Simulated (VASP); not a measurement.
Na2S:

```
Na S
1.0
     0.00000    3.27350    3.27350
     3.27350    0.00000    3.27350
     3.27350    3.27350    0.00000
Na S
2 1
Direct
  0.25000 0.25000 0.25000
  0.75000 0.75000 0.75000
  0.00000 0.00000 0.00000
```

Base run:

```yaml
Program: VASP 6.6.1
Functional: revPBE
Potentials_or_basis: VASP PAW PBE potentials, release 64 (Na_pv, S)
Cutoff: 500 eV
k_mesh: 6 × 6 × 6
Occupations: gaussian, width 0.01 eV
Spin: no spin polarisation
```

Its results: band gap on the k mesh 2.66 eV, direct; pressure 1.5 GPa.

Q: The run is repeated on the same cell with these changes: functional from revPBE to BLYP. What comes out?

A: Band gap on the k mesh 2.58 eV, direct; pressure 1.0 GPa.

Caveats: the PAW data sets were made with another functional, which shifts forces and pressure a little.

